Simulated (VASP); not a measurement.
A run of VASP 6.6.1 is set up as follows.

File INCAR:

```
PREC     = Accurate       # precision mode
ENCUT    = 600            # plane-wave cutoff, eV
EDIFF    = 1E-6           # SCF threshold, eV
ISMEAR   = 1              # smearing method
SIGMA    = 0.05           # smearing width, eV
LREAL    = False          # projectors in reciprocal space
LASPH    = True           # aspherical terms in the spheres
NELM     = 100            # most SCF steps
ALGO     = Normal         # electronic algorithm
ISIF     = 3              # what is computed and relaxed
LWAVE    = False          # write WAVECAR
LCHARG   = False          # write CHGCAR
GGA      = PS             # functional
IBRION   = 2              # ionic algorithm
NSW      = 100            # ionic steps
EDIFFG   = -0.03          # ionic threshold
PSTRESS  = 50.0
```

File KPOINTS:

```
regular mesh
0
Gamma
  14 14 7
```

File POSCAR:

```
Al
1.0
    2.8124550000      0.0000000000      0.0000000000
   -1.4062275000      2.4356574770      0.0000000000
    0.0000000000      0.0000000000      4.8668500000
Al
2
Direct
    0.6666666667      0.3333333333      0.7500000000
    0.3333333333      0.6666666667      0.2500000000
```

Potentials or basis: VASP PAW PBE potentials, release 64 (Al).

Run with:

```sh
$ cat potpaw_PBE.64/Al/POTCAR > POTCAR
$ mpirun -np 1 vasp_std > vasp.out
```

Problem. Estimate the space group after relaxing (to 0.05 Å).

Solution. P6_3/mmc (No. 194).

Problem. What does it give for the relaxed cell?

Solution. a = 2.775 Å, b = 2.775 Å, c = 4.645 Å, α = 90.00°, β = 90.00°, γ = 120.00°.

Final structure:
```cif
data_structure
_symmetry_space_group_name_H-M 'P 1'
_symmetry_Int_Tables_number 1
_cell_length_a 2.7753
_cell_length_b 2.7753
_cell_length_c 4.6455
_cell_angle_alpha 90.000
_cell_angle_beta 90.000
_cell_angle_gamma 120.000
_cell_volume 30.99
loop_
_atom_site_label
_atom_site_type_symbol
_atom_site_fract_x
_atom_site_fract_y
_atom_site_fract_z
_atom_site_occupancy
Al1 Al 0.66667 0.33333 0.75000 1
Al2 Al 0.33333 0.66667 0.25000 1
```

Caveat: the cell is relaxed towards a set pressure, so the enthalpy falls and the energy may rise.
